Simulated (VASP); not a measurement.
Li (a cell with a defect), 17 atoms in the cell. The cell holds a defect, 17 atoms: a = 6.980 Å, b = 6.980 Å, c = 6.980 Å, α = 90.00°, β = 90.00°, γ = 90.00°. 

| Item | Value |
| --- | --- |
| Program | VASP 6.6.1 |
| Task | single point |
| Functional | PBEsol |
| Potentials or basis | VASP PAW PBE potentials, release 64 (Li_sv) |
| Cutoff | 520 eV |
| k mesh | 2 × 2 × 2 |
| Occupations | fermi-dirac, width 0.1 eV |
| Spin | no spin polarisation |
| Dipole correction | no |
| Further INCAR settings | LREAL = Auto; ALGO = Normal; EDIFF = 1e-07; NBANDS = 40 |

Potentials or basis: VASP PAW PBE potentials, release 64 (Li_sv).

Run with:

```console
$ cat potpaw_PBE.64/Li_sv/POTCAR > POTCAR
$ mpirun -np 1 vasp_std > vasp.out
```

Hardware: 1 thread of Intel(R) Xeon(R) 6975P-C (Granite Rapids) (shared host).

Q: How long does it take, and how much memory?

A: It took 88 s on 1 thread of Intel(R) Xeon(R) 6975P-C (Granite Rapids), on a shared host, peak memory 0.37 GiB. Counts: scf iterations 15, k points 8.
